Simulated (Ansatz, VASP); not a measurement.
# NiO2: VASP beside Ansatz

INCAR

```
  PREC = Accurate
  ENCUT = 520
  EDIFF = 1E-7
  ISMEAR = 0
  SIGMA = 0.02
  LREAL = F
  LASPH = T
  NELM = 60
  ALGO = Normal
  ISIF = 2
  LWAVE = F
  LCHARG = F
  GGA = PS
  NBANDS = 18
```

KPOINTS

```
Automatic mesh
0
Gamma
  12 12 6
```

Contents of POSCAR:

```
NiO2
1.0
    2.7845257550      0.0000000000      0.0000000000
   -1.3922628775      2.4114700413      0.0000000000
    0.0000000000      0.0000000000      4.8789139732
Ni O
1 2
Direct
    0.0000000000      0.0000000000      0.5000000000
    0.6666666667      0.3333333333      0.6912080179
    0.3333333333      0.6666666667      0.3087919821
```

Input for Ansatz:

```yaml
crystal:
  lattice:
    - [2.784525755, 0.0, 0.0]
    - [-1.3922628775, 2.4114700413, 0.0]
    - [0.0, 0.0, 4.8789139732]
  atoms:
    - { symbol: Ni, position: [0.0, 0.0, 0.5] }
    - { symbol: O, position: [0.6666666667, 0.3333333333, 0.6912080179] }
    - { symbol: O, position: [0.3333333333, 0.6666666667, 0.3087919821] }
basis:
  ecutwfc: 420
kpoints:
  mp_grid: { grid: [12, 12, 6] }
  band_path:
    path:
      - [[0.0, 0.0, 0.0], [0.5, 0.0, 0.0], [0.33333333, 0.33333333, 0.0], [0.0, 0.0, 0.0], [0.0, 0.0, 0.5], [0.5, 0.0, 0.5], [0.33333333, 0.33333333, 0.5], [0.0, 0.0, 0.5]]
      - [[0.5, 0.0, 0.5], [0.5, 0.0, 0.0]]
      - [[0.33333333, 0.33333333, 0.5], [0.33333333, 0.33333333, 0.0]]
    npoints: 14
hamiltonian:
  xc: pbesol
scf:
  occupations: { method: gaussian, width: 0.02 }
  n_extra_bands: 7
output:
  forces: true
  stress: true
  eigenvalues: true
  populations: true
  dos: { projected: true, de: 0.02, nscf_kmesh: { grid: [18, 18, 9] } }
  bader: true
```

Alike in both runs: task single point; functional PBEsol; k mesh 12 × 12 × 6; occupations gaussian, width 0.02 eV; no spin polarisation.

|  | VASP | Ansatz |
| --- | --- | --- |
| version | VASP 6.6.1 | Ansatz 0.2.0 |
| potentials or method | VASP PAW PBE potentials, release 64 (Ni, O), cutoff 520 eV | scalar-relativistic, plane waves, PAW |
| valence electrons in the cell | 22 | 30 |

|  | VASP | Ansatz | Ansatz less VASP |
| --- | --- | --- | --- |
| gap on the k mesh at the Fermi level (eV) | 1.02 | 1.04 | +0.022 |
| least direct gap on the mesh (eV) | 1.25 | 1.28 | +0.022 |
| pressure (GPa) | 0.7 | 0.0 | -0.65 |
| traceless stress, the component that is largest in VASP (GPa) | -0.27 | 0.03 | +0.309 |
| rms of the force components (eV/Å) | 0.031 | 0.000 | -0.0306 |

VASP's potentials were made for PBE, not for PBEsol. Atom by atom the forces differ by 0.031 eV/Å (rms over components). With one functional, cell and mesh, what is left measures potentials, basis and numerics. VASP's potentials hold 22 valence electrons a cell and Ansatz's 30, so a difference there can come from the potentials and not from the codes.
